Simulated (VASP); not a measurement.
# SiO2 (Stishovite) (P4_2/mnm) in VASP: notebook

The runs below take SiO2 (Stishovite) through single point, with PBEsol.

All numbers are computed with VASP 6.6.1; they aren't measurements. Logs are shortened: lines on timing, memory, paths and dates and some standing lists are left out, and cuts for length are marked.

## (1) The cell of the first run

It takes space group P4_2/mnm (No. 136, tetragonal). Conventional cell: a = 4.052 Å, b = 4.052 Å, c = 2.833 Å, α = 90.00°, β = 90.00°, γ = 90.00°. Si (site symmetry mmm) has 6 O at 1.75 to 1.80 Å within 2.3 Å. O (site symmetry m2m) has 3 Si at 1.75 to 1.80 Å and 1 O at 2.22 Å within 2.3 Å.

## (2) Single point, PBEsol

INCAR

```
PREC = Accurate
ENCUT = 520
EDIFF = 1E-6
ISMEAR = -1
SIGMA = 0.05
LREAL = F
LASPH = T
NELM = 100
ALGO = Normal
ISIF = 2
LWAVE = F
LCHARG = F
GGA = PS
NBANDS = 25
```

KPOINTS

```
regular mesh
0
Gamma
  6 6 8
```

POSCAR

```
SiO2
1.0
    4.0519810000      0.0000000000      0.0000000000
    0.0000000000      4.0519810000      0.0000000000
    0.0000000000      0.0000000000      2.8326070783
Si O
2 4
Direct
    0.0000000000      0.0000000000      0.0000000000
    0.5000000000      0.5000000000      0.5000000000
    0.3059000000      0.3059000000      0.0000000000
    0.1941000000      0.8059000000      0.5000000000
    0.6941000000      0.6941000000      0.0000000000
    0.8059000000      0.1941000000      0.5000000000
```

Potentials or basis: VASP PAW PBE potentials, release 64 (Si, O).

Run with:

```sh
$ cat potpaw_PBE.64/Si/POTCAR potpaw_PBE.64/O/POTCAR > POTCAR
$ mpirun -np 1 vasp_std > vasp.out
```

OUTCAR:

```text
PREC = Accurate
   ENCUT = 520
   EDIFF = 1E-6
   ISMEAR = -1
   LREAL = F
   LASPH = T
   NELM = 100
   ISIF = 2
   GGA = PS

 ion  position               nearest neighbor table
   1  0.000  0.000  0.000-   3 1.75   5 1.75   4 1.80   6 1.80   4 1.80   6 1.80
   2  0.500  0.500  0.500-   4 1.75   6 1.75   5 1.80   3 1.80   3 1.80   5 1.80
   3  0.306  0.306  0.000-   1 1.75   2 1.80   2 1.80
   4  0.194  0.806  0.500-   2 1.75   1 1.80   1 1.80
   5  0.694  0.694  0.000-   1 1.75   2 1.80   2 1.80
   6  0.806  0.194  0.500-   2 1.75   1 1.80   1 1.80

  LATTYP: Found a simple tetragonal cell.
 ALAT       =     4.0519810000
 C/A-ratio  =     0.6990672163

  Lattice vectors:

 A1 = (   4.0519810000,   0.0000000000,   0.0000000000)
 A2 = (   0.0000000000,   4.0519810000,   0.0000000000)
 A3 = (   0.0000000000,   0.0000000000,   2.8326070783)

Analysis of symmetry for initial positions (statically):
=====================================================================
 Subroutine PRICEL returns:
 Original cell was already a primitive cell.

 Routine SETGRP: Setting up the symmetry group for a
 simple tetragonal supercell.

 Subroutine GETGRP returns: Found 16 space group operations
 (whereof  8 operations were pure point group operations)
 out of a pool of 16 trial point group operations.

The static configuration has the point symmetry D_2h.
 The point group associated with its full space group is D_4h.

Analysis of symmetry for dynamics (positions and initial velocities):
=====================================================================
 Subroutine PRICEL returns:
 Original cell was already a primitive cell.

 Routine SETGRP: Setting up the symmetry group for a
 simple tetragonal supercell.

 Subroutine GETGRP returns: Found 16 space group operations
 (whereof  8 operations were pure point group operations)
 out of a pool of 16 trial point group operations.

The dynamic configuration has the point symmetry D_2h.
 The point group associated with its full space group is D_4h.

 Subroutine INISYM returns: Found 16 space group operations
 (whereof  8 operations are pure point group operations),
 and found     1 'primitive' translations

----------------------------------------------------------------------------------------

[... 99 lines left out ...]
   NELM   =    100;   NELMIN=  2; NELMDL= -5     # of ELM steps
   EDIFF  = 0.1E-05   stopping-criterion for ELM
   LREAL  =      F    real-space projection
   EDIFFG = 0.1E-04   stopping-criterion for IOM
   NSW    =      0    number of steps for IOM
   IBRION =     -1    ionic relax: 0-MD 1-quasi-New 2-CG
   NFREE  =      0    steps in history (QN), initial steepest desc. (CG)
   ISIF   =      2    stress and relaxation
   ISYM   =      2    0-nonsym 1-usesym 2-fastsym
   POTIM  = 0.5000    time-step for ionic-motion
   TEBEG  =    0.0;   TEEND  =   0.0 temperature during run
   PSTRESS=    0.0 pullay stress
   NELECT =      32.0000    total number of electrons
   NUPDOWN=      -1.0000    fix difference up-down
   EMIN   =  10.00;   EMAX   =-10.00  energy-range for DOS
   EFERMI =   0.00;   METHOD = LEGACY
   ISMEAR =    -1;   SIGMA  =   0.05  broadening in eV -4-tet -1-fermi 0-gaus
   EFERMI_NEDOS =   21; number of points for ismear=-14 and -15
   IALGO  =     38    algorithm
   IMIX   =      4    mixing-type and parameters
     AMIX     =   0.40;   BMIX     =  1.00
     AMIX_MAG =   1.60;   BMIX_MAG =  1.00
  volume/ion in A,a.u.               =       7.75        52.31
  Fermi-wavevector in a.u.,A,eV,Ry     =   1.445277  2.731178 28.420200  2.088826
  Thomas-Fermi vector in A             =   2.563477
   LORBIT       =      0    0 simple, 1 ext, 2 COOP (PROOUT), +10 PAW based schemes
   GGA     = PS    functional components
   LHFCALC =     F    Hartree Fock is set to
   AEXX    =    0.0000 exact exchange contribution
   IVDW    =     0    specifies the selected vdW correction
   LEPSILON=     F    determine dielectric tensor
   LRPA    =     F    only Hartree local field effects (RPA)
 non-spin polarized calculation
  energy-cutoff  :      520.00
  volume of cell :       46.51
 maximum number of plane-waves:      1271
   NGX = 15   NGY = 15   NGZ = 11

 number of electron      32.0000025 magnetization

 Free energy of the ion-electron system (eV)
  ---------------------------------------------------
  ext. energy  EPLUGINS =         0.00000000
  ---------------------------------------------------
  free energy    TOTEN  =       -48.65514003 eV

  energy without entropy =      -48.65514003  energy(sigma->0) =      -48.65514003

 E-fermi :   9.1333     XC(G=0): -12.5726

 val. band max:        8.2244287019   @ k =   0.0000   0.0000   0.0000
 cond. band min:      13.4293124770   @ k =   0.0000   0.0000   0.0000
 fundamental gap:      5.2048837752
 Fermi energy:         9.1332610105

 k-point     1 :       0.0000    0.0000    0.0000
  band No.  band energies     occupation
      1     -14.2235      2.00000
      2     -10.3395      2.00000
      3     -10.3395      2.00000
      4      -9.9581      2.00000
      5      -2.6542      2.00000
      6       1.8873      2.00000
[... 661 lines left out ...]
     24      20.5012      0.00000
     25      21.8534      0.00000

 [... further k-points ...]

------------------------ aborting loop because EDIFF is reached ----------------------------------------

  FORCE on cell =-STRESS in cart. coord.  units (eV):
  Direction    XX          YY          ZZ          XY          YZ          ZX
  --------------------------------------------------------------------------------------
  -------------------------------------------------------------------------------------
  Total        4.2753674      4.2753674     -6.4135350     -0.0000000      0.0000000      0.0000000
  in kB      147.2864809    147.2864809   -220.9463924     -0.0000000      0.0000000      0.0000000
  external PRESSURE =      24.5421898 kB  Pullay stress =       0.0000000 kB

 VOLUME and BASIS-vectors are now :
 -----------------------------------------------------------------------------
  energy-cutoff  :      520.00
  volume of cell :       46.51
      direct lattice vectors                 reciprocal lattice vectors
     4.051981000  0.000000000  0.000000000     0.246792865  0.000000000  0.000000000
     0.000000000  4.051981000  0.000000000     0.000000000  0.246792865  0.000000000
     0.000000000  0.000000000  2.832607078     0.000000000  0.000000000  0.353031667

 POSITION                                       TOTAL-FORCE (eV/Angst)
 -----------------------------------------------------------------------------------
      0.00000      0.00000      0.00000         0.000000     -0.000000      0.000000
      2.02599      2.02599      1.41630         0.000000     -0.000000      0.000000
      1.23950      1.23950      0.00000        -0.346639     -0.346639      0.000000
      0.78649      3.26549      1.41630         0.346639     -0.346639      0.000000
      2.81248      2.81248      0.00000         0.346639      0.346639      0.000000
      3.26549      0.78649      1.41630        -0.346639      0.346639      0.000000
 -----------------------------------------------------------------------------------
    total drift:                               -0.000000      0.000000     -0.000000

  FREE ENERGIE OF THE ION-ELECTRON SYSTEM (eV)
  ---------------------------------------------------
  free  energy   TOTEN  =       -48.6551400319 eV

  energy  without entropy=      -48.6551400318  energy(sigma->0) =      -48.65514003
```

OSZICAR:

```text
N       E                     dE             d eps       ncg     rms          rms(c)
DAV:   1     0.129145432694E+03    0.12915E+03   -0.17593E+04  2508   0.123E+03
DAV:   2    -0.462652638378E+02   -0.17541E+03   -0.16824E+03  3109   0.277E+02
DAV:   3    -0.529389190813E+02   -0.66737E+01   -0.66430E+01  3327   0.516E+01
DAV:   4    -0.529801340843E+02   -0.41215E-01   -0.41200E-01  2939   0.470E+00
DAV:   5    -0.529804548008E+02   -0.32072E-03   -0.32066E-03  3327   0.388E-01    0.169E+01
DAV:   6    -0.486882167399E+02    0.42922E+01   -0.11734E+01  3076   0.229E+01    0.804E+00
DAV:   7    -0.486673409343E+02    0.20876E-01   -0.57976E-01  3109   0.452E+00    0.294E+00
DAV:   8    -0.486555684958E+02    0.11772E-01   -0.21696E-02  3103   0.128E+00    0.102E+00
DAV:   9    -0.486550521724E+02    0.51632E-03   -0.51139E-03  3205   0.615E-01    0.249E-01
DAV:  10    -0.486551567483E+02   -0.10458E-03   -0.32890E-04  3146   0.126E-01    0.439E-02
DAV:  11    -0.486551400192E+02    0.16729E-04   -0.61189E-05  3162   0.559E-02    0.915E-03
DAV:  12    -0.486551400319E+02   -0.12639E-07   -0.20686E-06  2658   0.103E-02
   1 F= -.48655140E+02 E0= -.48655140E+02  d E =-.920970E-10
```

stdout:

```text
POSCAR found type information on POSCAR SiO
 POSCAR found :  2 types and       6 ions
 scaLAPACK will be used
 -----------------------------------------------------------------------------
|                                                                             |
|                                                                             |
|     You enforced a specific xc type in the INCAR file but a different       |
|     I HOPE YOU KNOW WHAT YOU ARE DOING!                                     |
|                                                                             |
 -----------------------------------------------------------------------------

 LDA part: xc-table for (Slater+PW92), standard interpolation
 POSCAR, INCAR and KPOINTS ok, starting setup
 FFT: planning ... GRIDC
 FFT: planning ... GRID_SOFT
 FFT: planning ... GRID
 WAVECAR not read
 entering main loop
```

Wall time 40 s (1 thread of Intel Xeon 6975P-C, shared host); peak memory 0.18 GiB.

Results:

```yaml
Free_energy: -48.6551 eV
Pressure: 2.5 GPa
Largest_force: 0.490 eV/Å
Band_gap_on_the_k_mesh: 5.20 eV, direct
```

Forces on the atoms (eV/Å):
```
Si   0.000  0.000  0.000
Si   0.000  0.000  0.000
O   -0.347 -0.347  0.000
O    0.347 -0.347  0.000
O    0.347  0.347  0.000
O   -0.347  0.347  0.000
```

Stress tensor (GPa, compression positive):
```
 14.73   0.00   0.00
  0.00  14.73   0.00
  0.00   0.00 -22.09
```

Caveat: the PAW data sets were made with another functional, which shifts forces and pressure a little.

## (3) Single point, PBEsol

This run uses another cell than the first one, of the same volume but with other edges.

INCAR

```
SYSTEM = SiO2
ALGO = Normal
EDIFF = 1E-7
ENCUT = 520
GGA = PS
ISIF = 2
ISMEAR = -1
LASPH = .TRUE.
LCHARG = .TRUE.
LELF = .TRUE.
LREAL = .FALSE.
LVHAR = .TRUE.
LWAVE = .FALSE.
NBANDS = 25
NELM = 60
PREC = Accurate
SIGMA = 0.05
```

KPOINTS

```
k-points
0
G
  6 6 8
  0 0 0
```

POSCAR: that of step 2 with these lines changed.

```diff
@@ -2,5 +2,5 @@
 1.0
-    4.0519810000      0.0000000000      0.0000000000
-    0.0000000000      4.0519810000      0.0000000000
-    0.0000000000      0.0000000000      2.8326070783
+    4.0937540000      0.0000000000      0.0000000000
+    0.0000000000      4.0937540000      0.0000000000
+    0.0000000000      0.0000000000      2.7750937110
 Si O
```

Potentials or basis: VASP PAW PBE potentials, release 64 (Si, O).

Run with:

```sh
$ cat potpaw_PBE.64/Si/POTCAR potpaw_PBE.64/O/POTCAR > POTCAR
$ mpirun -np 1 vasp_std > vasp.out
```

Wall time 45 s (1 thread of Intel Xeon 6975P-C, shared host); peak memory 0.18 GiB.

It converged, with:

- Free energy: -48.8387 eV
- Pressure: 2.9 GPa
- Largest force: 0.368 eV/Å
- Band gap on the k mesh: 5.34 eV, direct

Forces in eV/Å, atoms in the order of the input:
```
Si   0.000  0.000  0.000
Si   0.000  0.000  0.000
O   -0.260 -0.260  0.000
O    0.260 -0.260  0.000
O    0.260  0.260  0.000
O   -0.260  0.260  0.000
```

Stress tensor (GPa, compression positive):
```
 11.08   0.00   0.00
  0.00  11.08   0.00
  0.00   0.00 -13.52
```

Levels at points of the mesh, in eV from the valence-band top:
| k point | band 14 | band 15 | band 16 | band 17 | band 18 | band 19 |
| --- | --- | --- | --- | --- | --- | --- |
| (0.00, 0.00, 0.00) | -0.80 | -0.80 | 0.00 | 5.34 | 5.70 | 7.55 |
| (0.50, 0.00, 0.00) | -2.87 | -1.01 | -1.01 | 7.17 | 7.17 | 8.23 |
| (0.50, 0.50, 0.00) | -2.87 | -2.08 | -2.08 | 6.84 | 6.84 | 9.36 |
| (0.00, 0.00, 0.50) | -3.30 | -2.65 | -2.65 | 9.18 | 9.18 | 12.29 |
| (0.50, 0.00, 0.50) | -2.14 | -1.72 | -1.72 | 8.87 | 8.87 | 10.32 |
| (0.50, 0.50, 0.50) | -1.59 | -1.50 | -1.50 | 7.32 | 7.32 | 11.07 |

Caveat: the PAW data sets were made with another functional, which shifts forces and pressure a little. A k mesh can miss the band edges.
